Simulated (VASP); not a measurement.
Write the native input for VASP 6.6.1 that does the following.

```yaml
Task: single point
Functional: PBE
Potentials_or_basis: VASP PAW PBE potentials, release 64 (Sn_d, O, Ti_sv)
Cutoff: 520 eV
k_mesh: 6 × 6 × 4
Occupations: fermi-dirac, width 0.02 eV
Spin: no spin polarisation
Dipole_correction: no
Further_INCAR_settings: ALGO = Normal; EDIFF = 1e-06; NBANDS = 63
```

The structure of TiSn3O8 lies in POSCAR:

```
TiSn3O8
1.0
    3.3812524184     -3.3754276636      0.0000000000
    3.3812524184      3.3754276636      0.0000000000
    0.0000000000      0.0000000000      6.3608341436
Sn O Ti
3 8 1
Direct
    0.5000000000      0.5000000000      0.2546941236
    0.0000000000      0.0000000000      0.0000000000
    0.5000000000      0.5000000000      0.7453058764
    0.1896408885      0.1896408885      0.2616387588
    0.8103591115      0.8103591115      0.2616387588
    0.6937895757      0.3062104243      0.0000000000
    0.3062104243      0.6937895757      0.0000000000
    0.1896408885      0.1896408885      0.7383612412
    0.8103591115      0.8103591115      0.7383612412
    0.7030855287      0.2969144713      0.5000000000
    0.2969144713      0.7030855287      0.5000000000
    0.0000000000      0.0000000000      0.5000000000
```

These files were run (other wordings do the same):

INCAR

```
PREC = Accurate ; ENCUT = 520
EDIFF = 1E-6 ; ISMEAR = -1
SIGMA = 0.02 ; LREAL = F
LASPH = T ; NELM = 100
ALGO = Normal ; ISIF = 2
LWAVE = F ; LCHARG = T
GGA = PE ; LELF = T
LVHAR = T ; NBANDS = 63
```

KPOINTS

```
regular mesh
0
Gamma
  6 6 4
```

Potentials or basis: VASP PAW PBE potentials, release 64 (Sn_d, O, Ti_sv).

Run with:

```bash
$ cat potpaw_PBE.64/Sn_d/POTCAR potpaw_PBE.64/O/POTCAR potpaw_PBE.64/Ti_sv/POTCAR > POTCAR
$ mpirun -np 1 vasp_std > vasp.out
```

It gave:

```
Pressure               : 0.6 GPa
Largest force          : 0.029 eV/Å
Band gap on the k mesh : 1.74 eV, indirect (least direct gap 1.85 eV)
```

Caveat: spin-orbit coupling is left out, which moves the levels of the heavy elements.

Run time: 4.2 min on 1 thread of Intel(R) Xeon(R) Platinum 8488C (Sapphire Rapids), with other jobs on the host, peak memory 0.41 GiB.
